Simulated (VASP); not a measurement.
# AlRu (Pm-3m) in VASP: single point with r2SCAN

Aim: the single point of AlRu with r2SCAN.

Everything below comes from runs of VASP 6.6.1. Logs are shortened: lines on timing, memory, paths and dates and some standing lists are left out, and cuts for length are marked.

## (1) The cell of the first run

It takes space group Pm-3m (No. 221, cubic). Conventional cell: a = 2.992 Å, b = 2.992 Å, c = 2.992 Å, α = 90.00°, β = 90.00°, γ = 90.00°. Within 3.4 Å of Al (site symmetry m-3m) lie 8 Ru at 2.59 Å and 6 Al at 2.99 Å. Within 3.4 Å of Ru (site symmetry m-3m) lie 8 Al at 2.59 Å and 6 Ru at 2.99 Å.

## (2) Single point, r2SCAN

Contents of POSCAR:

```
AlRu
1.0
    2.9916000000      0.0000000000      0.0000000000
    0.0000000000      2.9916000000      0.0000000000
    0.0000000000      0.0000000000      2.9916000000
Al Ru
1 1
Direct
    0.0000000000      0.0000000000      0.0000000000
    0.5000000000      0.5000000000      0.5000000000
```

Contents of INCAR.step1:

```
PREC = Accurate
ENCUT = 520
ISMEAR = 0
SIGMA = 0.15
LREAL = False
LASPH = True
NELM = 100
NBANDS = 16
GGA = PE
ALGO = Normal
EDIFF = 1E-4
LWAVE = True
LCHARG = False
```

Contents of INCAR.step2:

```
PREC = Accurate
ENCUT = 520
EDIFF = 1E-6
ISMEAR = 0
SIGMA = 0.15
LREAL = False
LASPH = True
NELM = 100
ALGO = Normal
ISIF = 2
LWAVE = False
LCHARG = False
METAGGA = R2SCAN
LMIXTAU = True
NBANDS = 16
ISTART = 1
```

Contents of KPOINTS:

```
regular mesh
0
Gamma
  18 18 18
```

Potentials or basis: VASP PAW PBE potentials, release 64 (Al, Ru_pv).

On the command line:

```
cat potpaw_PBE.64/Al/POTCAR potpaw_PBE.64/Ru_pv/POTCAR > POTCAR
cp INCAR.step1 INCAR
mpirun -np 1 vasp_std > vasp.out
cp INCAR.step2 INCAR
mpirun -np 1 vasp_std > vasp.out
```

OUTCAR:

```text
PREC = Accurate
   ENCUT = 520
   EDIFF = 1E-6
   ISMEAR = 0
   LREAL = False
   LASPH = True
   NELM = 100
   ISIF = 2
   METAGGA = R2SCAN
   ISTART = 1

 ion  position               nearest neighbor table
   1  0.000  0.000  0.000-   2 2.59   2 2.59   2 2.59   2 2.59   2 2.59   2 2.59   2 2.59   2 2.59

   2  0.500  0.500  0.500-   1 2.59   1 2.59   1 2.59   1 2.59   1 2.59   1 2.59   1 2.59   1 2.59

  LATTYP: Found a simple cubic cell.
 ALAT       =     2.9916000000

  Lattice vectors:

 A1 = (   2.9916000000,   0.0000000000,   0.0000000000)
 A2 = (   0.0000000000,   2.9916000000,   0.0000000000)
 A3 = (   0.0000000000,   0.0000000000,   2.9916000000)

Analysis of symmetry for initial positions (statically):
=====================================================================
 Subroutine PRICEL returns:
 Original cell was already a primitive cell.

 Routine SETGRP: Setting up the symmetry group for a
 simple cubic supercell.

 Subroutine GETGRP returns: Found 48 space group operations
 (whereof 48 operations were pure point group operations)
 out of a pool of 48 trial point group operations.

The static configuration has the point symmetry O_h .

Analysis of symmetry for dynamics (positions and initial velocities):
=====================================================================
 Subroutine PRICEL returns:
 Original cell was already a primitive cell.

 Routine SETGRP: Setting up the symmetry group for a
 simple cubic supercell.

 Subroutine GETGRP returns: Found 48 space group operations
 (whereof 48 operations were pure point group operations)
 out of a pool of 48 trial point group operations.

The dynamic configuration has the point symmetry O_h .

 Subroutine INISYM returns: Found 48 space group operations
 (whereof 48 operations are pure point group operations),
 and found     1 'primitive' translations

----------------------------------------------------------------------------------------

                                     Primitive cell

  volume of cell :      26.7738

  direct lattice vectors                    reciprocal lattice vectors
     2.991600000  0.000000000  0.000000000     0.334269287  0.000000000  0.000000000
     0.000000000  2.991600000  0.000000000     0.000000000  0.334269287  0.000000000
     0.000000000  0.000000000  2.991600000     0.000000000  0.000000000  0.334269287

  length of vectors
     2.991600000  2.991600000  2.991600000     0.334269287  0.334269287  0.334269287

  position of ions in fractional coordinates (direct lattice)
     0.000000000  0.000000000  0.000000000
     0.500000000  0.500000000  0.500000000

  ion indices of the primitive-cell ions
   primitive index   ion index
                 1           1
                 2           2

----------------------------------------------------------------------------------------

 KPOINTS: regular mesh

Automatic generation of k-mesh.
 Grid dimensions read from file:
 generate k-points for:   18   18   18

 Generating k-lattice:

  Cartesian coordinates                     Fractional coordinates (reciprocal lattice)
     0.018570516  0.000000000  0.000000000     0.055555556  0.000000000  0.000000000
     0.000000000  0.018570516  0.000000000     0.000000000  0.055555556  0.000000000
     0.000000000  0.000000000  0.018570516     0.000000000  0.000000000  0.055555556

  Length of vectors
     0.018570516  0.018570516  0.018570516

  Shift w.r.t. Gamma in fractional coordinates (k-lattice)
     0.000000000  0.000000000  0.000000000

 Subroutine IBZKPT returns following result:
 ===========================================

 Found    220 irreducible k-points:

 Following reciprocal coordinates:
            Coordinates               Weight
  0.000000  0.000000  0.000000      1.000000
  0.055556  0.000000  0.000000      6.000000
  0.111111  0.000000  0.000000      6.000000
  0.166667  0.000000  0.000000      6.000000
  0.222222  0.000000  0.000000      6.000000
  0.277778  0.000000  0.000000      6.000000
[... 16 lines left out ...]
  0.277778  0.111111  0.000000     24.000000
  0.333333  0.111111  0.000000     24.000000
 [... further k-points ...]
   k-points           NKPTS =    220   k-points in BZ     NKDIM =    220   number of bands    NBANDS=     16
   number of dos      NEDOS =    301   number of ions     NIONS =      2
   total plane-waves  NPLWV =  13824
   dimension x,y,z NGX =    24 NGY =   24 NGZ =   24
   dimension x,y,z NGXF=    48 NGYF=   48 NGZF=   48
   ions per type =               1   1
   NGX,Y,Z   is equivalent  to a cutoff of  13.34, 13.34, 13.34 a.u.
   NGXF,Y,Z  is equivalent  to a cutoff of  26.67, 26.67, 26.67 a.u.
 SYSTEM =  unknown system
   PREC   = accura    normal or accurate (medium, high low for compatibility)
   ISTART =      1    job   : 0-new  1-cont  2-samecut
   ICHARG =      0    charge: 1-file 2-atom 10-const
   ISPIN  =      1    spin polarized calculation?
   LNONCOLLINEAR =      F non collinear calculations
   LSORBIT =      F    spin-orbit coupling
   LASPH  =      T    aspherical Exc in radial PAW
   ENCUT  =  520.0 eV  38.22 Ry    6.18 a.u.   5.56  5.56  5.56*2*pi/ulx,y,z
   NELM   =    100;   NELMIN=  2; NELMDL=  0     # of ELM steps
   EDIFF  = 0.1E-05   stopping-criterion for ELM
   LREAL  =      F    real-space projection
   EDIFFG = 0.1E-04   stopping-criterion for IOM
   NSW    =      0    number of steps for IOM
   IBRION =     -1    ionic relax: 0-MD 1-quasi-New 2-CG
   NFREE  =      0    steps in history (QN), initial steepest desc. (CG)
   ISIF   =      2    stress and relaxation
   ISYM   =      2    0-nonsym 1-usesym 2-fastsym
   POTIM  = 0.5000    time-step for ionic-motion
   TEBEG  =    0.0;   TEEND  =   0.0 temperature during run
   PSTRESS=    0.0 pullay stress
   NELECT =      17.0000    total number of electrons
   NUPDOWN=      -1.0000    fix difference up-down
   EMIN   =  10.00;   EMAX   =-10.00  energy-range for DOS
   EFERMI =   0.00;   METHOD = LEGACY
   ISMEAR =     0;   SIGMA  =   0.15  broadening in eV -4-tet -1-fermi 0-gaus
   EFERMI_NEDOS =   21; number of points for ismear=-14 and -15
   IALGO  =     38    algorithm
   IMIX   =      4    mixing-type and parameters
     AMIX     =   0.40;   BMIX     =  1.00
     AMIX_MAG =   1.60;   BMIX_MAG =  1.00
  volume/ion in A,a.u.               =      13.39        90.34
  Fermi-wavevector in a.u.,A,eV,Ry     =   1.407087  2.659009 26.938090  1.979894
  Thomas-Fermi vector in A             =   2.529382
   LORBIT       =      0    0 simple, 1 ext, 2 COOP (PROOUT), +10 PAW based schemes
   METAGGA = R2SCAN    functional components
   LHFCALC =     F    Hartree Fock is set to
   AEXX    =    0.0000 exact exchange contribution
   IVDW    =     0    specifies the selected vdW correction
   LEPSILON=     F    determine dielectric tensor
   LRPA    =     F    only Hartree local field effects (RPA)
 non-spin polarized calculation
 Gauss-broadening in eV      SIGMA  =   0.15
  energy-cutoff  :      520.00
  volume of cell :       26.77
 maximum number of plane-waves:       739
 NGX is ok and might be reduce to    24
   NGX = 11   NGY = 11   NGZ = 11

 number of electron      16.9999995 magnetization

 Free energy of the ion-electron system (eV)
  ---------------------------------------------------
  ext. energy  EPLUGINS =         0.00000000
  ---------------------------------------------------
  free energy    TOTEN  =       -33.61866449 eV

  energy without entropy =      -33.60192645  energy(sigma->0) =      -33.61029547

 E-fermi :  10.5570     XC(G=0): -13.6168

 val. band max:       10.5567097197   @ k =   0.2778   0.1111   0.0556
 cond. band min:      10.5647826372   @ k =   0.4444   0.2778   0.1667
 fundamental gap:      0.0080729174
 Fermi energy:        10.5569724373

 k-point     1 :       0.0000    0.0000    0.0000
  band No.  band energies     occupation
      1     -32.5124      2.00000
      2     -32.5124      2.00000
      3     -32.5124      2.00000
      4       0.3947      2.00000
      5       6.8840      2.00000
      6       6.8840      2.00000
[... 8 lines left out ...]
     15      22.0343      0.00000
     16      27.0416      0.00000

 k-point     2 :       0.0556    0.0000    0.0000
  band No.  band energies     occupation
      1     -32.5195      2.00000
      2     -32.5118      2.00000
      3     -32.5118      2.00000
      4       0.4576      2.00000
      5       6.9050      2.00000
      6       6.9068      2.00000
[... 8 lines left out ...]
     15      22.3082      0.00000
     16      27.2276      0.00000

 k-point     3 :       0.1111    0.0000    0.0000
  band No.  band energies     occupation
      1     -32.5399      2.00000
      2     -32.5101      2.00000
      3     -32.5101      2.00000
      4       0.6448      2.00000
      5       6.9577      2.00000
      6       6.9736      2.00000
[... 8 lines left out ...]
     15      22.9016      0.00000
     16      27.8054      0.00000

 k-point     4 :       0.1667    0.0000    0.0000
  band No.  band energies     occupation
      1     -32.5709      2.00000
      2     -32.5074      2.00000
      3     -32.5074      2.00000
      4       0.9509      2.00000
      5       7.0089      2.00000
      6       7.0791      2.00000
[... 8 lines left out ...]
     15      23.4947      0.00000
     16      28.7887      0.00000
[... 324 lines left out ...]
 k-point    22 :       0.2222    0.1111    0.0000
  band No.  band energies     occupation
      1     -32.6061      2.00000
      2     -32.5310      2.00000
      3     -32.5018      2.00000
      4       1.5976      2.00000
      5       7.0977      2.00000
      6       7.3008      2.00000
[... 8 lines left out ...]
     15      24.6459      0.00000
     16      27.5775      0.00000

 k-point    23 :       0.2778    0.1111    0.0000
  band No.  band energies     occupation
      1     -32.6460      2.00000
      2     -32.5273      2.00000
      3     -32.4983      2.00000
      4       2.1008      2.00000
      5       6.9464      2.00000
      6       7.4542      2.00000
[... 8 lines left out ...]
     15      25.2039      0.00000
     16      26.4904      0.00000

 k-point    24 :       0.3333    0.1111    0.0000
  band No.  band energies     occupation
      1     -32.6834      2.00000
      2     -32.5239      2.00000
      3     -32.4950      2.00000
      4       2.6858      2.00000
      5       6.6004      2.00000
      6       7.6114      2.00000
[... 8 lines left out ...]
     15      25.2940      0.00000
     16      25.7695      0.00000

 [... further k-points ...]
[... 5 lines left out ...]
  --------------------------------------------------------------------------------------
  -------------------------------------------------------------------------------------
  Total       -0.3167707     -0.3167707     -0.3167707      0.0000000     -0.0000000      0.0000000
  in kB      -18.9559248    -18.9559248    -18.9559248      0.0000000     -0.0000000      0.0000000
  external PRESSURE =     -18.9559248 kB  Pullay stress =       0.0000000 kB

 VOLUME and BASIS-vectors are now :
 -----------------------------------------------------------------------------
  energy-cutoff  :      520.00
  volume of cell :       26.77
      direct lattice vectors                 reciprocal lattice vectors
     2.991600000  0.000000000  0.000000000     0.334269287  0.000000000  0.000000000
     0.000000000  2.991600000  0.000000000     0.000000000  0.334269287  0.000000000
     0.000000000  0.000000000  2.991600000     0.000000000  0.000000000  0.334269287

 POSITION                                       TOTAL-FORCE (eV/Angst)
 -----------------------------------------------------------------------------------
      0.00000      0.00000      0.00000         0.000000      0.000000      0.000000
      1.49580      1.49580      1.49580         0.000000      0.000000      0.000000
 -----------------------------------------------------------------------------------
    total drift:                                0.000000     -0.000000     -0.000000

  FREE ENERGIE OF THE ION-ELECTRON SYSTEM (eV)
  ---------------------------------------------------
  free  energy   TOTEN  =       -33.6186644925 eV

  energy  without entropy=      -33.6019264490  energy(sigma->0) =      -33.61029547
```

Wall time 4.6 min (1 thread of Intel Xeon 8259CL, shared host); peak memory 0.22 GiB.

Results:

```yaml
Free_energy: -33.6187 eV
Pressure: -1.9 GPa
Band_gap_on_the_k_mesh: zero (an odd number of electrons rules out a gap without spin polarisation)
```

Caveat: the PAW data sets were made with another functional, which shifts forces and pressure a little.
